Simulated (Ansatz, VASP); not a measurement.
# Two plane-wave programs on Ta2SiO3

INCAR

```
PREC = Accurate
ENCUT = 600
EDIFF = 1E-6
ISMEAR = 0
SIGMA = 0.1
LREAL = False
LASPH = True
NELM = 80
ALGO = Normal
ISIF = 3
LWAVE = False
LCHARG = False
GGA = PE
IBRION = 2
NSW = 90
EDIFFG = -0.04
```

File KPOINTS:

```
regular mesh
0
Gamma
  6 6 6
```

POSCAR

```
Ta2SiO3
1.0
    2.4098020400      1.3912998600      3.7743803900
   -2.4098020400      1.3912998600      3.7743803900
    0.0000000000     -2.7825997100      3.7743803900
Ta Si O
2 1 3
Direct
    0.6265445900      0.6265445900      0.6265445900
    0.3734554100      0.3734554100      0.3734554100
    0.0000000000      0.0000000000      0.0000000000
    0.0000000000      0.5000000000      0.0000000000
    0.5000000000      0.0000000000      0.0000000000
    0.0000000000      0.0000000000      0.5000000000
```

Input for Ansatz:

```yaml
crystal:
  lattice:
    - [2.40980204, 1.39129986, 3.77438039]
    - [-2.40980204, 1.39129986, 3.77438039]
    - [0.0, -2.78259971, 3.77438039]
  atoms:
    - { symbol: Ta, position: [0.62654459, 0.62654459, 0.62654459] }
    - { symbol: Ta, position: [0.37345541, 0.37345541, 0.37345541] }
    - { symbol: Si, position: [0.0, 0.0, 0.0] }
    - { symbol: O, position: [0.0, 0.5, 0.0] }
    - { symbol: O, position: [0.5, 0.0, 0.0] }
    - { symbol: O, position: [0.0, 0.0, 0.5] }
basis:
  ecutwfc: 420
kpoints:
  mp_grid: { grid: [6, 6, 6] }
hamiltonian:
  xc: pbe
scf:
  occupations: { method: gaussian, width: 0.1 }
  lower_state_search: "off"
output:
  forces: true
  stress: true
  eigenvalues: true
relax:
  adjacent_minimum: "off"
  f_tol: 0.04
  max_steps: 70
  cell: { stress_tol: 0.4 }
```

Change from the starting cell: species swapped into the Hf2Al3Ni type (R-3m, No. 166).

Alike in both runs: task relaxation of cell and atoms; functional PBE; k mesh 6 × 6 × 6; occupations gaussian, width 0.1 eV; no spin polarisation.

|  | VASP | Ansatz |
| --- | --- | --- |
| version | VASP 6.6.1 | Ansatz 0.2.0 |
| potentials or method | VASP PAW PBE potentials, release 64 (Ta_pv, Si, O), cutoff 600 eV | scalar-relativistic, plane waves, PAW |
| valence electrons in the cell | 44 | 48 |

```csv
,VASP,Ansatz,Ansatz less VASP
"gap on the k mesh at the Fermi level, each at its own relaxed structure (eV)",none,none,-
relaxed volume (Å³/atom),16.08,16.32,+0.237
relaxed cell length with the largest relative difference (Å),5.469,5.542,+0.0732
```

A gap of «none» marks a metal or a gap that the smearing closes. VASP's potentials hold 44 valence electrons a cell and Ansatz's 48, so a difference there can come from the potentials and not from the codes.

Spin-orbit coupling is off throughout. Noted on VASP's run: the volume moved by over 15 % at a fixed basis, so the end points are rough.
